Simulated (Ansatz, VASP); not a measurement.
Two plane-wave programs on Hf3O8

```
CELL_PARAMETERS angstrom
3.60456 0.00000 0.00000
-1.80228 3.12164 0.00000
0.00000 0.00000 25.30088
ATOMIC_POSITIONS crystal
O 0.66667 0.33333 0.29643
O 0.00000 0.00000 0.35459
O 0.33333 0.66667 0.41276
O 0.66667 0.33333 0.47092
O 0.00000 0.00000 0.52908
O 0.33333 0.66667 0.58724
O 0.66667 0.33333 0.64541
O 0.00000 0.00000 0.70357
Hf 0.66667 0.33333 0.38368
Hf 0.33333 0.66667 0.50000
Hf 0.00000 0.00000 0.61632
```

Alike in both runs: task single point; functional PBE; k mesh 2 × 2 × 1; occupations gaussian, width 0.05 eV; no spin polarisation.

|  | VASP | Ansatz |
| --- | --- | --- |
| version | VASP 6.6.1 | Ansatz 0.2.0 |
| potentials or method | VASP PAW PBE potentials, release 64 (O, Hf_pv), cutoff 520 eV | scalar-relativistic, plane waves, PAW |
| valence electrons in the cell | 78 | 126 |

Ansatz gave:

```
gap on the k mesh at the Fermi level (eV) : none
rms of the force components (eV/Å)        : 0.945
```

Problem. What did VASP give for the same quantities?

Solution. gap on the k mesh at the Fermi level (eV): none; rms of the force components (eV/Å): 0.950.

A gap of «none» marks a metal or a gap that the smearing closes. With one functional, cell and mesh, what is left measures potentials, basis and numerics. VASP's potentials hold 78 valence electrons a cell and Ansatz's 126, so a difference there can come from the potentials and not from the codes.

The k mesh is coarse, so the values compare programs but aren't converged. Spin-orbit coupling is off throughout.
